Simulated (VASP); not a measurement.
Write the native input for VASP 6.6.1 that does the following.

```
Task                   : relaxation of cell and atoms
Functional             : r2SCAN
Potentials or basis    : VASP PAW PBE potentials, release 64 (Cd, Te)
Cutoff                 : 600 eV
k mesh                 : 6 × 6 × 6
Occupations            : gaussian, width 0.01 eV
Spin                   : no spin polarisation
Dipole correction      : no
Further INCAR settings : ALGO = Normal; EDIFF = 1e-07; IBRION = 2; EDIFFG = -0.01; NSW = 80; ISIF = 3
```

CdTe:

```
Cd Te
1.0
     4.53255    0.00000    0.00000
     2.26628    3.92531    0.00000
     2.26628    1.30844    3.70081
Cd Te
1 1
Direct
  0.00000 0.00000 0.00000
  0.25000 0.25000 0.25000
```

The input as run:

POSCAR

```
CdTe
1.0
    4.5325540000      0.0000000000      0.0000000000
    2.2662770000      3.9253069080      0.0000000000
    2.2662770000      1.3084356360      3.7008148439
Cd Te
1 1
Direct
    0.0000000000      0.0000000000      0.0000000000
    0.2500000000      0.2500000000      0.2500000000
```

INCAR.step1

```
PREC = Accurate
ENCUT = 600
ISMEAR = 0
SIGMA = 0.01
LREAL = F
LASPH = T
NELM = 60
GGA = PE
ALGO = Normal
EDIFF = 1E-4
LWAVE = T
LCHARG = F
```

INCAR.step2

```
PREC = Accurate
ENCUT = 600
EDIFF = 1E-7
ISMEAR = 0
SIGMA = 0.01
LREAL = F
LASPH = T
NELM = 60
ALGO = Normal
ISIF = 3
LWAVE = F
LCHARG = F
METAGGA = R2SCAN
LMIXTAU = T
IBRION = 2
NSW = 80
EDIFFG = -0.01
ISTART = 1
```

KPOINTS

```
Automatic mesh
0
Gamma
  6 6 6
```

Potentials or basis: VASP PAW PBE potentials, release 64 (Cd, Te).

Launch:

```console
$ cat potpaw_PBE.64/Cd/POTCAR potpaw_PBE.64/Te/POTCAR > POTCAR
$ cp INCAR.step1 INCAR
$ mpirun -np 1 vasp_std > vasp.out
$ cp INCAR.step2 INCAR
$ mpirun -np 1 vasp_std > vasp.out
```

Results of the run:

```yaml
Relaxed_volume: 35.31 Å³/atom
Relaxed_cell: a = 4.640 Å, b = 4.640 Å, c = 4.640 Å, α = 60.00°, β = 60.00°, γ = 60.00°
Space_group_after_relaxing_to_0.05_Å: F-43m (No. 216)
Energy_gained_by_relaxing: 23.3 meV/atom
Ionic_steps: 3
Pressure_after_relaxing: 0.0 GPa
Band_gap_on_the_k_mesh: 1.15 eV, direct
```

Caveat: the PAW data sets were made with another functional, which shifts forces and pressure a little; spin-orbit coupling is left out, which moves the levels of the heavy elements.

Run time: 2.6 min on 1 thread of Intel(R) Xeon(R) Platinum 8259CL CPU @ 2.50GHz (Skylake/Cascade Lake), with other jobs on the host, peak memory 0.24 GiB.
